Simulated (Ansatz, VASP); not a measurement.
## O in VASP and in Ansatz

```
O
1.0
     9.00000    0.00000    0.00000
     0.00000    9.50000    0.00000
     0.00000    0.00000   10.00000
O
2
Direct
  0.50000 0.50000 0.43850
  0.50000 0.50000 0.56150
```

Alike in both runs: task relaxation of the atoms; functional LDA; k mesh 1 × 1 × 1; occupations fermi-dirac, width 0.02 eV; collinear spin.

|  | VASP | Ansatz |
| --- | --- | --- |
| version | VASP 6.6.1 | Ansatz 0.2.0 |
| potentials or method | VASP PAW LDA potentials, release 64 (O), cutoff 520 eV | plane waves, PAW |
| valence electrons in the cell | 12 | 12 |

|  | VASP | Ansatz | Ansatz less VASP |
| --- | --- | --- | --- |
| net moment per atom (μB) | 1.00 | 1.00 | 0.000 |
| size of the moment on the site where the two differ most (μB) | 0.81 | 0.55 | -0.260 |

LDA's correlation is that of Perdew and Zunger in VASP and of Perdew and Wang (1992) in Ansatz. Site moments also hang on the region over which each program counts them. Ansatz's warnings: end state compared, stress scf threshold loose.

Noted on VASP's run: the standard files for N, O and F lose accuracy on very short bonds.
